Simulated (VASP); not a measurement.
The system is CsGaB.

```
Cs Ga B
1.0
     3.97418    0.00000    0.00000
     0.00000    3.97418    0.00000
     0.00000    0.00000    5.96767
Cs Ga B
1 1 1
Direct
  0.50000 0.50000 0.50000
  0.50000 0.50000 0.00000
  0.00000 0.00000 0.50000
```

The cell was generated, and may not be a known phase.

| Item | Value |
| --- | --- |
| Program | VASP 6.6.1 |
| Task | relaxation of cell and atoms |
| Functional | PBE |
| Potentials or basis | VASP PAW PBE potentials, release 64 (Cs_sv, Ga_d, B) |
| Cutoff | 600 eV |
| k mesh | 4 × 4 × 4 |
| Occupations | gaussian, width 0.1 eV |
| Spin | no spin polarisation |

At the start: pressure 3.0 GPa; volume 31.42 Å³/atom.

**Question.** Where does the relaxation end?

**Answer.** Over 8 steps the energy falls by 95.1 meV/atom and the volume is 40.31 Å³/atom (+28.3 %); space group P4/mmm (No. 123, to 0.1 Å) before and after.

Step by step:
```csv
step,energy change (eV),largest force (eV/Å),pressure (GPa),volume (Å³)
1,0.0000,0.0000,3.02,94.25
2,-0.1898,0.0000,1.52,102.48
3,-0.2583,0.0000,0.80,109.63
4,-0.2730,0.0000,-0.05,124.54
5,-0.2809,0.0000,0.19,119.23
6,-0.2810,0.0000,0.25,118.21
7,-0.2844,0.0000,0.09,119.81
8,-0.2852,0.0000,-0.01,120.93
```

Final structure:
```yaml
crystal:
  lattice:
    - [4.14129, 0.00000, 0.00000]
    - [0.00000, 4.14129, 0.00000]
    - [0.00000, 0.00000, 7.05145]
  atoms:
    - { symbol: Cs, position: [0.50000, 0.50000, 0.50000] }
    - { symbol: Ga, position: [0.50000, 0.50000, 0.00000] }
    - { symbol: B, position: [0.00000, 0.00000, 0.50000] }
```

Caveat: the k points lie up to 0.38 Å⁻¹ apart in the final cell, too coarse for converged energies and pressures of a metal; the volume moved by over 15 % at a fixed basis, so the end points are rough.
